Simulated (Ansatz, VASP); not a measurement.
One calculation of In, two programs

The input INCAR:

```
PREC = Accurate ; ENCUT = 520
EDIFF = 1E-6 ; ISMEAR = 0
SIGMA = 0.15 ; LREAL = False
LASPH = True ; NELM = 100
ALGO = Fast ; ISIF = 2
LWAVE = False ; LCHARG = False
GGA = CA ; NBANDS = 20
```

File KPOINTS:

```
Automatic mesh
0
Gamma
  18 18 10
```

File POSCAR:

```
In
1.0
    3.4294911602      0.0000000000      0.0000000000
   -1.7147455801      2.9700264668      0.0000000000
    0.0000000000      0.0000000000      5.2112581903
In
2
Direct
    0.3333333333      0.6666666667      0.2500000000
    0.6666666667      0.3333333333      0.7500000000
```

Input for Ansatz:

```yaml
crystal:
  lattice:
    - [3.4294911602, 0.0, 0.0]
    - [-1.7147455801, 2.9700264668, 0.0]
    - [0.0, 0.0, 5.2112581903]
  atoms:
    - { symbol: In, position: [0.3333333333, 0.6666666667, 0.25] }
    - { symbol: In, position: [0.6666666667, 0.3333333333, 0.75] }
basis:
  ecutwfc: 420
kpoints:
  mp_grid: { grid: [18, 18, 10] }
hamiltonian:
  xc: lda
scf:
  occupations: { method: gaussian, width: 0.15 }
output:
  forces: true
  stress: true
  eigenvalues: true
```

Alike in both runs: task single point; functional LDA; k mesh 18 × 18 × 10; occupations gaussian, width 0.15 eV; no spin polarisation.

```csv
,VASP,Ansatz
version,VASP 6.6.1,Ansatz 0.2.0
potentials or method,"VASP PAW LDA potentials, release 64 (In_d), cutoff 520 eV","scalar-relativistic, plane waves, PAW"
valence electrons in the cell,26,26
```

Ansatz gave:

- gap on the k mesh at the Fermi level (eV): none
- pressure (GPa): -2.6
- traceless stress, the component that is largest in VASP (GPa): 0.57

**Question.** Estimate VASP's values.

**Answer.** gap on the k mesh at the Fermi level (eV): none; pressure (GPa): -2.6; traceless stress, the component that is largest in VASP (GPa): 0.58.

LDA's correlation is that of Perdew and Zunger in VASP and of Perdew and Wang (1992) in Ansatz. A gap of «none» marks a metal or a gap that the smearing closes.
